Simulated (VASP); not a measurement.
# K (Fm-3m) in VASP: single point with PBE

Aim: the single point of K with PBE.

Everything below comes from runs of VASP 6.6.1. Logs are shortened: lines on timing, memory, paths and dates and some standing lists are left out, and cuts for length are marked.

### Step 1. The cell of the first run

Symmetry: Fm-3m, No. 225, cubic system. Conventional cell: a = 6.293 Å, b = 6.293 Å, c = 6.293 Å, α = 90.00°, β = 90.00°, γ = 90.00°. K (site symmetry m-3m) has 12 K at 4.45 Å within 5.8 Å.

### Step 2. Single point, PBE

INCAR reads:

```
SYSTEM = K
PREC     = Accurate       ! precision mode
ENCUT    = 520            ! plane-wave cutoff, eV
EDIFF    = 1E-6           ! SCF threshold, eV
ISMEAR   = -1             ! smearing method
SIGMA    = 0.1            ! smearing width, eV
LREAL    = .FALSE.        ! projectors in reciprocal space
LASPH    = .TRUE.         ! aspherical terms in the spheres
NELM     = 80             ! most SCF steps
ALGO     = Normal         ! electronic algorithm
ISIF     = 2              ! what is computed and relaxed
LWAVE    = .FALSE.        ! write WAVECAR
LCHARG   = .FALSE.        ! write CHGCAR
GGA      = PE             ! functional
NBANDS   = 10             ! bands
```

KPOINTS reads:

```
Automatic mesh
0
G
  6 6 6
  0 0 0
```

POSCAR reads:

```
K
1.0
    0.0000000000      3.1464700000      3.1464700000
    3.1464700000      0.0000000000      3.1464700000
    3.1464700000      3.1464700000      0.0000000000
K
1
Direct
    0.0000000000      0.0000000000      0.0000000000
```

Potentials or basis: VASP PAW PBE potentials, release 64 (K_sv).

The run is started by

```console
$ cat potpaw_PBE.64/K_sv/POTCAR > POTCAR
$ mpirun -np 1 vasp_std > vasp.out
```

OUTCAR:

```text
SYSTEM = K
   PREC = Accurate
   ENCUT = 520
   EDIFF = 1E-6
   ISMEAR = -1
   LREAL = .FALSE.
   LASPH = .TRUE.
   NELM = 80
   ISIF = 2
   GGA = PE

 ion  position               nearest neighbor table
   1  0.000  0.000  0.000-

  LATTYP: Found a face centered cubic cell.
 ALAT       =     6.2929400000

  Lattice vectors:

 A1 = (   0.0000000000,   3.1464700000,   3.1464700000)
 A2 = (   3.1464700000,   0.0000000000,   3.1464700000)
 A3 = (   3.1464700000,   3.1464700000,   0.0000000000)

Analysis of symmetry for initial positions (statically):
=====================================================================
 Subroutine PRICEL returns:
 Original cell was already a primitive cell.

 Routine SETGRP: Setting up the symmetry group for a
 face centered cubic supercell.

 Subroutine GETGRP returns: Found 48 space group operations
 (whereof 48 operations were pure point group operations)
 out of a pool of 48 trial point group operations.

The static configuration has the point symmetry O_h .

Analysis of symmetry for dynamics (positions and initial velocities):
=====================================================================
 Subroutine PRICEL returns:
 Original cell was already a primitive cell.

 Routine SETGRP: Setting up the symmetry group for a
 face centered cubic supercell.

 Subroutine GETGRP returns: Found 48 space group operations
 (whereof 48 operations were pure point group operations)
 out of a pool of 48 trial point group operations.

The dynamic configuration has the point symmetry O_h .

 Subroutine INISYM returns: Found 48 space group operations
 (whereof 48 operations are pure point group operations),
 and found     1 'primitive' translations

----------------------------------------------------------------------------------------

                                     Primitive cell

  volume of cell :      62.3018

  direct lattice vectors                    reciprocal lattice vectors
     0.000000000  3.146470000  3.146470000    -0.158908237  0.158908237  0.158908237
     3.146470000  0.000000000  3.146470000     0.158908237 -0.158908237  0.158908237
     3.146470000  3.146470000  0.000000000     0.158908237  0.158908237 -0.158908237

  length of vectors
     4.449780548  4.449780548  4.449780548     0.275237140  0.275237140  0.275237140

  position of ions in fractional coordinates (direct lattice)
     0.000000000  0.000000000  0.000000000

  ion indices of the primitive-cell ions
   primitive index   ion index
                 1           1

----------------------------------------------------------------------------------------

 KPOINTS: Automatic mesh

Automatic generation of k-mesh.
 Grid dimensions read from file:
 generate k-points for:    6    6    6

 Generating k-lattice:

  Cartesian coordinates                     Fractional coordinates (reciprocal lattice)
    -0.026484706  0.026484706  0.026484706     0.166666667  0.000000000  0.000000000
     0.026484706 -0.026484706  0.026484706     0.000000000  0.166666667  0.000000000
     0.026484706  0.026484706 -0.026484706     0.000000000  0.000000000  0.166666667

  Length of vectors
     0.045872857  0.045872857  0.045872857

  Shift w.r.t. Gamma in fractional coordinates (k-lattice)
     0.000000000  0.000000000  0.000000000

 Subroutine IBZKPT returns following result:
 ===========================================

 Found     16 irreducible k-points:

 Following reciprocal coordinates:
            Coordinates               Weight
  0.000000  0.000000  0.000000      1.000000
  0.166667  0.000000  0.000000      8.000000
  0.333333  0.000000  0.000000      8.000000
  0.500000  0.000000  0.000000      4.000000
  0.166667  0.166667  0.000000      6.000000
  0.333333  0.166667  0.000000     24.000000
[... 8 lines left out ...]
 -0.333333  0.333333  0.166667     24.000000
 -0.333333  0.500000  0.166667     12.000000
   k-points           NKPTS =     16   k-points in BZ     NKDIM =     16   number of bands    NBANDS=     10
   number of dos      NEDOS =    301   number of ions     NIONS =      1
   total plane-waves  NPLWV =  46656
   dimension x,y,z NGX =    36 NGY =   36 NGZ =   36
   dimension x,y,z NGXF=    72 NGYF=   72 NGZF=   72
   ions per type =               1
   NGX,Y,Z   is equivalent  to a cutoff of  13.45, 13.45, 13.45 a.u.
   NGXF,Y,Z  is equivalent  to a cutoff of  26.90, 26.90, 26.90 a.u.
 SYSTEM =  K
   PREC   = accura    normal or accurate (medium, high low for compatibility)
   ISTART =      0    job   : 0-new  1-cont  2-samecut
   ICHARG =      2    charge: 1-file 2-atom 10-const
   ISPIN  =      1    spin polarized calculation?
   LNONCOLLINEAR =      F non collinear calculations
   LSORBIT =      F    spin-orbit coupling
   LASPH  =      T    aspherical Exc in radial PAW
   ENCUT  =  520.0 eV  38.22 Ry    6.18 a.u.   8.27  8.27  8.27*2*pi/ulx,y,z
   NELM   =     80;   NELMIN=  2; NELMDL= -5     # of ELM steps
   EDIFF  = 0.1E-05   stopping-criterion for ELM
   LREAL  =      F    real-space projection
   EDIFFG = 0.1E-04   stopping-criterion for IOM
   NSW    =      0    number of steps for IOM
   IBRION =     -1    ionic relax: 0-MD 1-quasi-New 2-CG
   NFREE  =      0    steps in history (QN), initial steepest desc. (CG)
   ISIF   =      2    stress and relaxation
   ISYM   =      2    0-nonsym 1-usesym 2-fastsym
   POTIM  = 0.5000    time-step for ionic-motion
   TEBEG  =    0.0;   TEEND  =   0.0 temperature during run
   PSTRESS=    0.0 pullay stress
   NELECT =       9.0000    total number of electrons
   NUPDOWN=      -1.0000    fix difference up-down
   EMIN   =  10.00;   EMAX   =-10.00  energy-range for DOS
   EFERMI =   0.00;   METHOD = LEGACY
   ISMEAR =    -1;   SIGMA  =   0.10  broadening in eV -4-tet -1-fermi 0-gaus
   EFERMI_NEDOS =   21; number of points for ismear=-14 and -15
   IALGO  =     38    algorithm
   IMIX   =      4    mixing-type and parameters
     AMIX     =   0.40;   BMIX     =  1.00
     AMIX_MAG =   1.60;   BMIX_MAG =  1.00
  volume/ion in A,a.u.               =      62.30       420.43
  Fermi-wavevector in a.u.,A,eV,Ry     =   0.858991  1.623258 10.039276  0.737866
  Thomas-Fermi vector in A             =   1.976279
   LORBIT       =      0    0 simple, 1 ext, 2 COOP (PROOUT), +10 PAW based schemes
   GGA     = PE    functional components
[... 5 lines left out ...]
 non-spin polarized calculation
  energy-cutoff  :      520.00
  volume of cell :       62.30
 maximum number of plane-waves:      1694
 NGX is ok and might be reduce to    36
   NGX = 17   NGY = 17   NGZ = 17

 number of electron       9.0000000 magnetization

 Free energy of the ion-electron system (eV)
  ---------------------------------------------------
  ext. energy  EPLUGINS =         0.00000000
  ---------------------------------------------------
  free energy    TOTEN  =        -1.02512291 eV

  energy without entropy =       -0.99905056  energy(sigma->0) =       -1.01208673

 E-fermi :   0.2422     XC(G=0):  -6.0679

 val. band max:        0.1099699984   @ k =   0.5000   0.3333   0.1667
 cond. band min:       0.4860000382   @ k =   0.5000   0.1667   0.0000
 fundamental gap:      0.3760300398
 Fermi energy:         0.2421924103

 k-point     1 :       0.0000    0.0000    0.0000
  band No.  band energies     occupation
      1     -31.7664      2.00000
      2     -15.2006      2.00000
      3     -15.2006      2.00000
      4     -15.2006      2.00000
      5      -2.1208      2.00000
      6       4.6372      0.00000
      7       4.6372      0.00000
      8       4.6372      0.00000
      9       6.0229      0.00000
     10       6.0229      0.00000

 k-point     2 :       0.1667    0.0000    0.0000
  band No.  band energies     occupation
      1     -31.7644      2.00000
      2     -15.2310      2.00000
      3     -15.2046      2.00000
      4     -15.2046      2.00000
      5      -1.7506      2.00000
      6       3.8322      0.00000
      7       4.7448      0.00000
      8       4.7448      0.00000
      9       5.8142      0.00000
     10       5.8142      0.00000

 k-point     3 :       0.3333    0.0000    0.0000
  band No.  band energies     occupation
      1     -31.7602      2.00000
      2     -15.2905      2.00000
      3     -15.2126      2.00000
      4     -15.2126      2.00000
      5      -0.7223      1.99987
      6       2.3654      0.00000
      7       4.5735      0.00000
      8       4.5735      0.00000
      9       6.2363      0.00000
     10       6.2363      0.00000

 k-point     4 :       0.5000    0.0000    0.0000
  band No.  band energies     occupation
      1     -31.7582      2.00000
      2     -15.3199      2.00000
      3     -15.2166      2.00000
      4     -15.2166      2.00000
      5       0.6001      0.05428
      6       0.9094      0.00253
      7       4.4023      0.00000
      8       4.4023      0.00000
      9       6.9089      0.00000
     10       6.9170      0.00000
[... 118 lines left out ...]
 k-point    14 :       0.5000    0.3333    0.1667
  band No.  band energies     occupation
      1     -31.7575      2.00000
      2     -15.2892      2.00000
      3     -15.2484      2.00000
      4     -15.2268      2.00000
      5       0.1100      1.57910
      6       2.5665      0.00000
      7       2.9639      0.00000
      8       4.7066      0.00000
      9       5.7529      0.00000
     10       6.8469      0.00000

 k-point    15 :      -0.3333    0.3333    0.1667
  band No.  band energies     occupation
      1     -31.7561      2.00000
      2     -15.2926      2.00000
      3     -15.2627      2.00000
      4     -15.2334      2.00000
      5       1.3026      0.00005
      6       1.5405      0.00000
      7       2.7643      0.00000
      8       4.3326      0.00000
      9       6.0122      0.00000
     10       6.8031      0.00000

 k-point    16 :      -0.3333    0.5000    0.1667
  band No.  band energies     occupation
      1     -31.7555      2.00000
      2     -15.2952      2.00000
      3     -15.2607      2.00000
      4     -15.2444      2.00000
      5       1.4896      0.00001
      6       1.9862      0.00000
      7       2.3143      0.00000
      8       4.1009      0.00000
      9       6.3890      0.00000
     10       6.9866      0.00000

------------------------ aborting loop because EDIFF is reached ----------------------------------------

  FORCE on cell =-STRESS in cart. coord.  units (eV):
  Direction    XX          YY          ZZ          XY          YZ          ZX
  --------------------------------------------------------------------------------------
  -------------------------------------------------------------------------------------
  Total        0.3342594      0.3342594      0.3342594      0.0000000     -0.0000000      0.0000000
  in kB        8.5959409      8.5959409      8.5959409      0.0000000     -0.0000000      0.0000000
  external PRESSURE =       8.5959409 kB  Pullay stress =       0.0000000 kB

 VOLUME and BASIS-vectors are now :
 -----------------------------------------------------------------------------
  energy-cutoff  :      520.00
  volume of cell :       62.30
      direct lattice vectors                 reciprocal lattice vectors
     0.000000000  3.146470000  3.146470000    -0.158908237  0.158908237  0.158908237
     3.146470000  0.000000000  3.146470000     0.158908237 -0.158908237  0.158908237
     3.146470000  3.146470000  0.000000000     0.158908237  0.158908237 -0.158908237

 POSITION                                       TOTAL-FORCE (eV/Angst)
 -----------------------------------------------------------------------------------
      0.00000      0.00000      0.00000         0.000000     -0.000000      0.000000
 -----------------------------------------------------------------------------------
    total drift:                               -0.000000     -0.000000     -0.000000

  FREE ENERGIE OF THE ION-ELECTRON SYSTEM (eV)
  ---------------------------------------------------
  free  energy   TOTEN  =        -1.0251229096 eV

  energy  without entropy=       -0.9990505564  energy(sigma->0) =       -1.01208673
```

Run time: 11 s. Hardware: 1 thread of AMD EPYC 7R13 (Zen 3), shared host; peak memory 0.17 GiB.

Results:

- Free energy: -1.0251 eV
- Pressure: 0.9 GPa
